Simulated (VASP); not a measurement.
**SiO2: single point with r2SCAN**

SiO2:

```xyz
6
Lattice="0.0000 3.7732 3.7732 3.7732 0.0000 3.7732 3.7732 3.7732 0.0000" Properties=species:S:1:pos:R:3 pbc="T T T"
Si    3.7732    3.7732    3.7732
Si    5.6598    5.6598    5.6598
O     4.7165    4.7165    4.7165
O     4.7165    2.8299    2.8299
O     2.8299    2.8299    4.7165
O     2.8299    4.7165    2.8299
```

```
Program             : VASP 6.6.1
Task                : single point
Functional          : r2SCAN
Potentials or basis : VASP PAW PBE potentials, release 64 (Si, O)
Cutoff              : 520 eV
k mesh              : 6 × 6 × 6
Occupations         : gaussian, width 0.02 eV
Spin                : no spin polarisation
```

```yaml
Pressure: -8.1 GPa
Band_gap_on_the_k_mesh: 5.85 eV (least direct gap 5.85 eV)
```

Levels at points of the mesh, in eV from the valence-band top:
| k point | band 12 | band 13 | band 14 | band 15 | band 16 | band 17 | band 18 | band 19 | band 20 | band 21 |
| --- | --- | --- | --- | --- | --- | --- | --- | --- | --- | --- |
| (0.00, 0.00, 0.00) | -1.97 | -1.97 | -0.01 | -0.01 | -0.01 | 5.85 | 8.96 | 9.35 | 9.35 | 9.35 |
| (0.50, 0.00, 0.00) | -1.88 | -1.88 | -0.94 | -0.94 | 0.00 | 7.97 | 8.54 | 9.14 | 10.90 | 10.90 |
| (0.50, 0.50, 0.00) | -2.35 | -1.35 | -1.35 | -0.63 | -0.63 | 8.75 | 8.75 | 10.80 | 10.80 | 11.72 |

It took 3.8 min on 1 thread of Intel Xeon 8259CL, on a shared host, peak memory 0.26 GiB.

Caveat: the cell stands under tension; the PAW data sets were made with another functional, which shifts forces and pressure a little. A k mesh can miss the band edges.
